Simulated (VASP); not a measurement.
Write the native input for VASP 6.6.1 that does the following.

```
Task                   : single point
Functional             : PBEsol
Potentials or basis    : VASP PAW PBE potentials, release 64 (Tl_d, Sn_d)
Cutoff                 : 520 eV
k mesh                 : 6 × 6 × 4
Occupations            : gaussian, width 0.1 eV
Spin                   : no spin polarisation
Dipole correction      : no
Further INCAR settings : ALGO = Normal; EDIFF = 1e-06; NBANDS = 20
```

The structure of TlSn lies in POSCAR:

```
TlSn
1.0
    3.6147290223      0.0000000000      0.0000000000
    0.0000000000      3.6147290223      0.0000000000
    0.0000000000      0.0000000000      4.3749989796
Tl Sn
1 1
Direct
    0.0000000000      0.0000000000      0.0000000000
    0.5000000000      0.5000000000      0.5000000000
```

These files were run (other wordings do the same):

INCAR

```
SYSTEM = TlSn
PREC = Accurate ; ENCUT = 520
EDIFF = 1E-6 ; ISMEAR = 0
SIGMA = 0.1 ; LREAL = .FALSE.
LASPH = .TRUE. ; NELM = 100
ALGO = Normal ; ISIF = 2
LWAVE = .FALSE. ; LCHARG = .TRUE.
GGA = PS ; LELF = .TRUE.
LVHAR = .TRUE. ; NBANDS = 20
```

KPOINTS

```
regular mesh
0
G
  6 6 4
  0 0 0
```

Potentials or basis: VASP PAW PBE potentials, release 64 (Tl_d, Sn_d).

Run with:

```bash
$ cat potpaw_PBE.64/Tl_d/POTCAR potpaw_PBE.64/Sn_d/POTCAR > POTCAR
$ mpirun -np 1 vasp_std > vasp.out
```

It gave:

| Quantity | Value |
| --- | --- |
| Pressure | -1.8 GPa |

Caveat: the PAW data sets were made with another functional, which shifts forces and pressure a little.

It took 11 s on 1 thread of Intel(R) Xeon(R) 6975P-C (Granite Rapids) (shared host), peak memory 0.19 GiB.
